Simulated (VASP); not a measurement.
HfC, 2 atoms in the cell. The structure is trigonal, space group R-3m (No. 166). Conventional cell: a = 3.337 Å, b = 3.337 Å, c = 7.812 Å, α = 90.00°, β = 90.00°, γ = 120.00°. Within 3.1 Å of Hf (site symmetry -3m) lie 6 C at 2.33 Å. Within 3.1 Å of C (site symmetry -3m) lie 6 Hf at 2.33 Å.  This cell differs from its parent crystal: equal xy, yz and zx shear strains of -3 %.

```yaml
Program: VASP 6.6.1
Task: electric field gradients
Functional: PBE
Potentials_or_basis: VASP PAW PBE potentials, release 64 (Hf_pv, C)
Cutoff: 520 eV
k_mesh: 15 × 15 × 15
Occupations: fermi-dirac, width 0.05 eV
Spin: no spin polarisation
Dipole_correction: no
Further_INCAR_settings: ALGO = Normal; EDIFF = 1e-08; NBANDS = 14
```

Potentials or basis: VASP PAW PBE potentials, release 64 (Hf_pv, C).

Run with:

```sh
$ cat potpaw_PBE.64/Hf_pv/POTCAR potpaw_PBE.64/C/POTCAR > POTCAR
$ mpirun -np 1 vasp_std > vasp.out
```

Hardware: 1 thread of Intel Xeon 8259CL, on a shared host.

Problem. Estimate the wall time of this run.

Solution. Run time: 83 s on 1 thread of Intel Xeon 8259CL, on a shared host, peak memory 0.24 GiB. Counts: scf iterations 15, k points 344.
